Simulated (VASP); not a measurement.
Runs of VASP 6.6.1 on Rb. The structure is that of space group Pm-3m (No. 221), or close to it. The cells are those of the table. 

| cell | gap on the mesh (eV) | pressure (GPa) |
| --- | --- | --- |
| a = 4.803 Å, 1 atom | none | (a) |
| a = 4.745 Å, 1 atom | none | -0.1 |
| a = 4.686 Å, 1 atom | none | -0.1 |
| a = 4.625 Å, 1 atom | none | 0.0 |

Alike in all rows: task single point; level PBE; potentials or basis VASP PAW PBE potentials, release 64 (Rb_sv); no spin polarisation; k mesh 11 × 11 × 11; cutoff (eV) 520; smearing fermi-dirac 0.1 eV.

**Question.** Estimate the missing entries.

**Answer.** (a) -0.2.

A k mesh can miss the band edges, and the runs leave out spin-orbit coupling on Rb.

A gap of «none» marks levels without a gap at the run's occupations.
